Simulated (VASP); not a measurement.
Wanted: the native input for a VASP 6.6.1 run.

- Task: relaxation of cell and atoms
- Functional: PBE
- Potentials or basis: VASP PAW PBE potentials, release 64 (Si)
- Cutoff: 600 eV
- k mesh: 6 × 6 × 6
- Occupations: fermi-dirac, width 0.1 eV
- Spin: no spin polarisation
- Dipole correction: no
- Further INCAR settings: ALGO = Normal; EDIFF = 1e-06; IBRION = 2; EDIFFG = -0.02; NSW = 60; ISIF = 3

The structure of Si lies in POSCAR:

```
Si
1.0
    0.0000000000      2.7543490000      2.7543490000
    2.7543490000      0.0000000000      2.7543490000
    2.7543490000      2.7543490000      0.0000000000
Si
2
Direct
    0.0000000000      0.0000000000      0.0000000000
    0.2500000000      0.2500000000      0.2500000000
```

One way to write it, as run:

INCAR

```
SYSTEM = Si
PREC     = Accurate       ! precision mode
ENCUT    = 600            ! plane-wave cutoff, eV
EDIFF    = 1E-6           ! SCF threshold, eV
ISMEAR   = -1             ! smearing method
SIGMA    = 0.1            ! smearing width, eV
LREAL    = .False.        ! projectors in reciprocal space
LASPH    = .True.         ! aspherical terms in the spheres
NELM     = 60             ! most SCF steps
ALGO     = Normal         ! electronic algorithm
ISIF     = 3              ! what is computed and relaxed
LWAVE    = .False.        ! write WAVECAR
LCHARG   = .False.        ! write CHGCAR
GGA      = PE             ! functional
IBRION   = 2              ! ionic algorithm
NSW      = 60             ! ionic steps
EDIFFG   = -0.02          ! ionic threshold
```

KPOINTS

```
regular mesh
0
Gamma
  6 6 6
  0 0 0
```

Potentials or basis: VASP PAW PBE potentials, release 64 (Si).

Launch:

```console
$ cat potpaw_PBE.64/Si/POTCAR > POTCAR
$ mpirun -np 1 vasp_std > vasp.out
```

It gave:

| Quantity | Value |
| --- | --- |
| Relaxed volume | 20.46 Å³/atom |
| Relaxed cell | a = 3.868 Å, b = 3.868 Å, c = 3.868 Å, α = 60.00°, β = 60.00°, γ = 60.00° |
| Space group after relaxing (to 0.05 Å) | Fd-3m (No. 227) |
| Energy gained by relaxing | 2.5 meV/atom |
| Ionic steps | 3 |
| Pressure after relaxing | 0.0 GPa |
| Band gap on the k mesh | 0.75 eV, indirect (least direct gap 2.55 eV) |

It took 5.1 s on 1 thread of Intel(R) Xeon(R) 6975P-C (Granite Rapids), on a shared host, peak memory 0.16 GiB.
